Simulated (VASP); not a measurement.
# Ru2Br (P4_2/mnm) in VASP: single point with PBE

Aim: the single point of Ru2Br with PBE.

All numbers are computed with VASP 6.6.1; they aren't measurements. Logs are shortened: lines on timing, memory, paths and dates and some standing lists are left out, and cuts for length are marked.

## (1) The cell of the first run

It takes space group P4_2/mnm (No. 136, tetragonal). The conventional cell has a = 5.682 Å, b = 5.682 Å, c = 3.660 Å, α = 90.00°, β = 90.00°, γ = 90.00°. Within 3.2 Å of Ru (site symmetry m2m) lie 3 Br at 2.40 to 2.46 Å and 1 Ru at 3.12 Å. Within 3.2 Å of Br (site symmetry mmm) lie 6 Ru at 2.40 to 2.46 Å.

## (2) Single point, PBE, collinear spin, ferromagnetic start

Input file INCAR:

```
SYSTEM = Ru2Br
PREC = Accurate
ENCUT = 520
EDIFF = 1E-6
ISMEAR = 0
SIGMA = 0.1
LREAL = .False.
LASPH = .True.
NELM = 150
ALGO = Normal
ISIF = 2
LWAVE = .False.
LCHARG = .False.
ISPIN = 2
MAGMOM = 1 1 1 1 0 0
LORBIT = 11
LMAXMIX = 4
GGA = PE
NBANDS = 48
```

Input file KPOINTS:

```
Automatic mesh
0
Gamma
  4 4 6
  0 0 0
```

Input file POSCAR:

```
Ru2Br
1.0
    5.6823869769      0.0000000000      0.0000000000
    0.0000000000      5.6823869769      0.0000000000
    0.0000000000      0.0000000000      3.6600311416
Ru Br
4 2
Direct
    0.3060000000      0.3060000000      0.0000000000
    0.1940000000      0.8060000000      0.5000000000
    0.6940000000      0.6940000000      0.0000000000
    0.8060000000      0.1940000000      0.5000000000
    0.0000000000      0.0000000000      0.0000000000
    0.5000000000      0.5000000000      0.5000000000
```

Potentials or basis: VASP PAW PBE potentials, release 64 (Ru_pv, Br).

On the command line:

```
$ cat potpaw_PBE.64/Ru_pv/POTCAR potpaw_PBE.64/Br/POTCAR > POTCAR
$ mpirun -np 1 vasp_std > vasp.out
```

OUTCAR:

```text
SYSTEM = Ru2Br
   PREC = Accurate
   ENCUT = 520
   EDIFF = 1E-6
   ISMEAR = 0
   LREAL = .False.
   LASPH = .True.
   NELM = 150
   ISIF = 2
   ISPIN = 2
   LORBIT = 11
   GGA = PE

 ion  position               nearest neighbor table
   1  0.306  0.306  0.000-   6 2.40   6 2.40   5 2.46   3 3.12
   2  0.194  0.806  0.500-   5 2.40   5 2.40   6 2.46   4 3.12
   3  0.694  0.694  0.000-   6 2.40   6 2.40   5 2.46   1 3.12
   4  0.806  0.194  0.500-   5 2.40   5 2.40   6 2.46   2 3.12
   5  0.000  0.000  0.000-   2 2.40   4 2.40   2 2.40   4 2.40   3 2.46   1 2.46
   6  0.500  0.500  0.500-   1 2.40   3 2.40   1 2.40   3 2.40   2 2.46   4 2.46

  LATTYP: Found a simple tetragonal cell.
 ALAT       =     5.6823869769
 C/A-ratio  =     0.6441010013

  Lattice vectors:

 A1 = (   5.6823869769,   0.0000000000,   0.0000000000)
 A2 = (   0.0000000000,   5.6823869769,   0.0000000000)
 A3 = (   0.0000000000,   0.0000000000,   3.6600311416)

Analysis of symmetry for initial positions (statically):
=====================================================================
 Subroutine PRICEL returns:
 Original cell was already a primitive cell.

 Routine SETGRP: Setting up the symmetry group for a
 simple tetragonal supercell.

 Subroutine GETGRP returns: Found 16 space group operations
 (whereof  8 operations were pure point group operations)
 out of a pool of 16 trial point group operations.

The static configuration has the point symmetry D_2h.
 The point group associated with its full space group is D_4h.

Analysis of symmetry for dynamics (positions and initial velocities):
=====================================================================
 Subroutine PRICEL returns:
 Original cell was already a primitive cell.

 Routine SETGRP: Setting up the symmetry group for a
 simple tetragonal supercell.

 Subroutine GETGRP returns: Found 16 space group operations
 (whereof  8 operations were pure point group operations)
 out of a pool of 16 trial point group operations.

The dynamic configuration has the point symmetry D_2h.
 The point group associated with its full space group is D_4h.

Analysis of structural, dynamic, and magnetic symmetry:
=====================================================================
 Subroutine PRICEL returns:
 Original cell was already a primitive cell.

 Routine SETGRP: Setting up the symmetry group for a
 simple tetragonal supercell.

[... 145 lines left out ...]
  energy-cutoff  :      520.00
  volume of cell :      118.18
 maximum number of plane-waves:      3212
   NGX = 21   NGY = 21   NGZ = 13

 number of electron      69.9999980 magnetization       0.0005275

 number of electron      69.9999980 magnetization      -0.0005887

 Free energy of the ion-electron system (eV)
  ---------------------------------------------------
  ext. energy  EPLUGINS =         0.00000000
  ---------------------------------------------------
  free energy    TOTEN  =       -30.32528243 eV

  energy without entropy =      -30.29591321  energy(sigma->0) =      -30.31059782

 E-fermi :   7.4817     XC(G=0): -11.2205

 val. band max:        7.4414632163   @ k =   0.5000   0.5000   0.3333
 cond. band min:       7.5067481541   @ k =   0.0000   0.0000   0.1667
 fundamental gap:      0.0652849378
 Fermi energy:         7.4817458765

 spin component 1

 k-point     1 :       0.0000    0.0000    0.0000
  band No.  band energies     occupation
      1     -35.0904      1.00000
      2     -35.0022      1.00000
      3     -34.9694      1.00000
      4     -34.9694      1.00000
      5     -34.8566      1.00000
      6     -34.8240      1.00000
[... 1189 lines left out ...]
     46      12.3734      0.00000
     47      13.0274      0.00000
 Fermi energy:         7.4817458765

 spin component 2

 k-point     1 :       0.0000    0.0000    0.0000
  band No.  band energies     occupation
      1     -35.0904      1.00000
      2     -35.0023      1.00000
      3     -34.9695      1.00000
      4     -34.9695      1.00000
      5     -34.8567      1.00000
      6     -34.8241      1.00000
[... 1189 lines left out ...]
     46      12.3734      0.00000
     47      13.0273      0.00000
 [bands above 47 left out]

------------------------ aborting loop because EDIFF is reached ----------------------------------------

  FORCE on cell =-STRESS in cart. coord.  units (eV):
  Direction    XX          YY          ZZ          XY          YZ          ZX
  --------------------------------------------------------------------------------------
  -------------------------------------------------------------------------------------
  Total       -7.0802251     -7.0802251     -0.3009625     -0.0000000      0.0000000      0.0000000
  in kB      -95.9867424    -95.9867424     -4.0801544     -0.0000000      0.0000000      0.0000000
  external PRESSURE =     -65.3512131 kB  Pullay stress =       0.0000000 kB

 VOLUME and BASIS-vectors are now :
 -----------------------------------------------------------------------------
  energy-cutoff  :      520.00
  volume of cell :      118.18
      direct lattice vectors                 reciprocal lattice vectors
     5.682386977  0.000000000  0.000000000     0.175982383  0.000000000  0.000000000
     0.000000000  5.682386977  0.000000000     0.000000000  0.175982383  0.000000000
     0.000000000  0.000000000  3.660031142     0.000000000  0.000000000  0.273221719

 POSITION                                       TOTAL-FORCE (eV/Angst)
 -----------------------------------------------------------------------------------
      1.73881      1.73881      0.00000        -0.153663     -0.153663      0.000000
      1.10238      4.58000      1.83002         0.153663     -0.153663      0.000000
      3.94358      3.94358      0.00000         0.153663      0.153663     -0.000000
      4.58000      1.10238      1.83002        -0.153663      0.153663     -0.000000
      0.00000      0.00000      0.00000        -0.000000     -0.000000      0.000000
      2.84119      2.84119      1.83002        -0.000000     -0.000000      0.000000
 -----------------------------------------------------------------------------------
    total drift:                                0.000000     -0.000000      0.000000

  FREE ENERGIE OF THE ION-ELECTRON SYSTEM (eV)
  ---------------------------------------------------
  free  energy   TOTEN  =       -30.3252824250 eV

  energy  without entropy=      -30.2959132124  energy(sigma->0) =      -30.31059782

 total charge

# of ion       s       p       d       tot
------------------------------------------
    1        0.196   6.124   6.230  12.550
    2        0.196   6.124   6.230  12.550
    3        0.196   6.124   6.230  12.550
    4        0.196   6.124   6.230  12.550
    5        1.584   3.083   0.301   4.968
    6        1.584   3.083   0.301   4.968
--------------------------------------------------
tot          3.953  30.663  25.522  60.138

 magnetization (x)

# of ion       s       p       d       tot
------------------------------------------
    1       -0.000   0.000  -0.000  -0.000
    2       -0.000   0.000  -0.000  -0.000
    3       -0.000   0.000  -0.000  -0.000
    4       -0.000   0.000  -0.000  -0.000
    5       -0.000  -0.000  -0.000  -0.000
    6       -0.000  -0.000  -0.000  -0.000
--------------------------------------------------
tot         -0.000   0.000  -0.000  -0.000
```

Wall time 3.9 min (1 thread of Intel Xeon Platinum 8259CL at 2.50GHz (Skylake/Cascade Lake), shared host); peak memory 0.36 GiB.

What came out:

* Free energy: -30.3253 eV
* Pressure: -6.5 GPa
* Largest force: 0.217 eV/Å
* Band gap on the k mesh: zero (filled and empty bands overlap)
* Net moment: 0.00 μB per cell
* Valence electrons inside the program's atomic spheres: Ru 12.55; Br 4.97

Forces in eV/Å, atoms in the order of the input:
```
Ru  -0.154 -0.154  0.000
Ru   0.154 -0.154  0.000
Ru   0.154  0.154  0.000
Ru  -0.154  0.154  0.000
Br   0.000  0.000  0.000
Br   0.000  0.000  0.000
```

Levels at points of the mesh, in eV from the Fermi level:
Spin up:
| k point | band 31 | band 32 | band 33 | band 34 | band 35 | band 36 | band 37 | band 38 | band 39 | band 40 |
| --- | --- | --- | --- | --- | --- | --- | --- | --- | --- | --- |
| (0.00, 0.00, 0.00) | -1.07 | -0.45 | -0.45 | 0.04 | 0.31 | 0.31 | 0.44 | 0.48 | 0.83 | 0.83 |
| (0.50, 0.00, 0.00) | -1.12 | -1.12 | -0.55 | -0.55 | -0.49 | -0.49 | 0.66 | 0.66 | 1.56 | 1.56 |
| (0.50, 0.50, 0.00) | -1.05 | -1.05 | -0.96 | -0.96 | -0.70 | -0.70 | 1.38 | 1.38 | 1.72 | 1.72 |
| (0.00, 0.00, 0.50) | -0.58 | -0.58 | -0.51 | -0.51 | -0.05 | -0.05 | 0.45 | 0.45 | 0.55 | 0.55 |
| (0.50, 0.00, 0.50) | -0.68 | -0.68 | -0.65 | -0.65 | 0.03 | 0.03 | 0.29 | 0.29 | 1.05 | 1.05 |
| (0.50, 0.50, 0.50) | -0.72 | -0.72 | -0.70 | -0.70 | 0.09 | 0.09 | 0.59 | 0.59 | 1.20 | 1.20 |
Spin down:
| k point | band 32 | band 33 | band 34 | band 35 | band 36 | band 37 | band 38 | band 39 |
| --- | --- | --- | --- | --- | --- | --- | --- | --- |
| (0.00, 0.00, 0.00) | -0.45 | -0.45 | 0.04 | 0.31 | 0.31 | 0.44 | 0.48 | 0.83 |
| (0.50, 0.00, 0.00) | -1.12 | -0.55 | -0.55 | -0.49 | -0.49 | 0.66 | 0.66 | 1.56 |
| (0.50, 0.50, 0.00) | -1.05 | -0.96 | -0.96 | -0.70 | -0.70 | 1.38 | 1.38 | 1.72 |
| (0.00, 0.00, 0.50) | -0.58 | -0.51 | -0.51 | -0.05 | -0.05 | 0.45 | 0.45 | 0.55 |
| (0.50, 0.00, 0.50) | -0.68 | -0.65 | -0.65 | 0.03 | 0.03 | 0.29 | 0.29 | 1.05 |
| (0.50, 0.50, 0.50) | -0.72 | -0.70 | -0.70 | 0.09 | 0.09 | 0.59 | 0.59 | 1.20 |

Caveat: the stress differs along the axes, from -10 to -0 GPa.

The gap in the log of VASP goes by the Fermi energy; the results here count the filled bands.